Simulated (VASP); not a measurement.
**GaO: relaxation of cell and atoms with PBE**

GaO:

```
CELL_PARAMETERS angstrom
2.73613 0.00000 0.00000
-1.36806 2.36956 0.00000
0.00000 0.00000 4.10232
ATOMIC_POSITIONS crystal
Ga 0.00000 0.00000 0.00000
O 0.66667 0.33333 0.50000
```

The cell was generated, and may not be a known phase.

| Item | Value |
| --- | --- |
| Program | VASP 6.6.1 |
| Task | relaxation of cell and atoms |
| Functional | PBE |
| Potentials or basis | VASP PAW PBE potentials, release 64 (Ga_d, O) |
| Cutoff | 600 eV |
| k mesh | 6 × 6 × 4 |
| Occupations | gaussian, width 0.1 eV |
| Spin | collinear spin, ferromagnetic start |
| Starting moments | [0.0, 1.0] μB |
| Dipole correction | no |
| Further INCAR settings | ALGO = Normal; EDIFF = 1e-06; IBRION = 2; EDIFFG = -0.04; NSW = 90; ISIF = 3 |

- Relaxed volume: 11.91 Å³/atom
- Relaxed cell: a = 3.074 Å, b = 3.074 Å, c = 2.911 Å, α = 90.00°, β = 90.00°, γ = 120.00°
- Space group after relaxing (to 0.1 Å): P-6m2 (No. 187)
- Pressure after relaxing: 0.2 GPa
- Net moment: 0.00 μB per cell
- Valence electrons inside the program's atomic spheres: Ga 11.40; O 4.90

Stress tensor (GPa, compression positive):
```
 0.48  0.00  0.00
 0.00  0.48  0.00
 0.00  0.00 -0.32
```

Final structure:
```
Ga O
1.0
     3.07441    0.00000    0.00000
    -1.53720    2.66252    0.00000
     0.00000    0.00000    2.91110
Ga O
1 1
Cartesian
  0.0000 0.0000 0.0000
  1.5372 0.8875 1.4556
```

Levels at points of the mesh, in eV from the Fermi level:
Spin up:
```csv
k point,band 6,band 7,band 8,band 9,band 10,band 11,band 12,band 13,band 14
"(0.00, 0.00, 0.00)",-15.49,-5.41,-4.41,-3.76,-3.76,8.49,8.49,9.29,10.81
"(0.50, 0.00, 0.00)",-15.49,-8.99,-4.77,-3.52,-0.60,2.49,8.85,9.11,9.67
"(0.00, 0.00, 0.50)",-15.61,-9.98,-3.35,-3.35,1.47,1.50,10.49,10.49,15.38
"(0.50, 0.00, 0.50)",-15.29,-7.17,-6.70,-3.74,-2.50,4.29,4.96,6.59,10.08
```
Spin down:
```csv
k point,band 6,band 7,band 8,band 9,band 10,band 11,band 12,band 13,band 14
"(0.00, 0.00, 0.00)",-15.49,-5.41,-4.41,-3.76,-3.76,8.49,8.49,9.29,10.81
"(0.50, 0.00, 0.00)",-15.49,-8.99,-4.77,-3.52,-0.60,2.49,8.85,9.11,9.67
"(0.00, 0.00, 0.50)",-15.61,-9.98,-3.35,-3.35,1.47,1.50,10.49,10.49,15.38
"(0.50, 0.00, 0.50)",-15.29,-7.17,-6.70,-3.74,-2.50,4.29,4.96,6.59,10.08
```

Wall time 4.3 min on 1 thread of Intel Xeon 8259CL, with other jobs on the host, peak memory 0.19 GiB.

Caveat: the k points lie up to 0.54 Å⁻¹ apart in the final cell; a cell axis changed by over 15 % at a fixed basis, so the end point is rough.
